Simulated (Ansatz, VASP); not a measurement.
**Fe in VASP and in Ansatz**

```
Fe
1.0
    -1.47130    1.47130    1.47130
     1.47130   -1.47130    1.47130
     1.47130    1.47130   -1.47130
Fe
1
Cartesian
  0.0000 0.0000 0.0000
```

Change from the starting cell: volume scaled by 1.06.

Alike in both runs: task single point; functional LDA; k mesh 13 × 13 × 13; occupations fermi-dirac, width 0.05 eV; collinear spin.

|  | VASP | Ansatz |
| --- | --- | --- |
| version | VASP 6.6.1 | Ansatz 0.2.0 |
| potentials or method | VASP PAW LDA potentials, release 64 (Fe), cutoff 520 eV | all-electron LAPW, scalar-relativistic |

|  | VASP | Ansatz | Ansatz less VASP |
| --- | --- | --- | --- |
| gap on the k mesh at the Fermi level (eV) | none | none | - |
| pressure (GPa) | -30.6 | -29.8 | +0.81 |
| net moment per atom (μB) | 2.35 | 2.39 | +0.049 |
| size of the moment on the site where the two differ most (μB) | 2.33 | 2.43 | +0.102 |

LDA's correlation is that of Perdew and Zunger in VASP and of Perdew and Wang (1992) in Ansatz. Site moments also hang on the region over which each program counts them. A gap of «none» marks a metal or a gap that the smearing closes. Both programs put the cell under strong tension, so it lies far from rest at this level. Ansatz ran all-electron here, and VASP with PAW potentials.

Noted on VASP's run: the cell as given lies far from equilibrium.
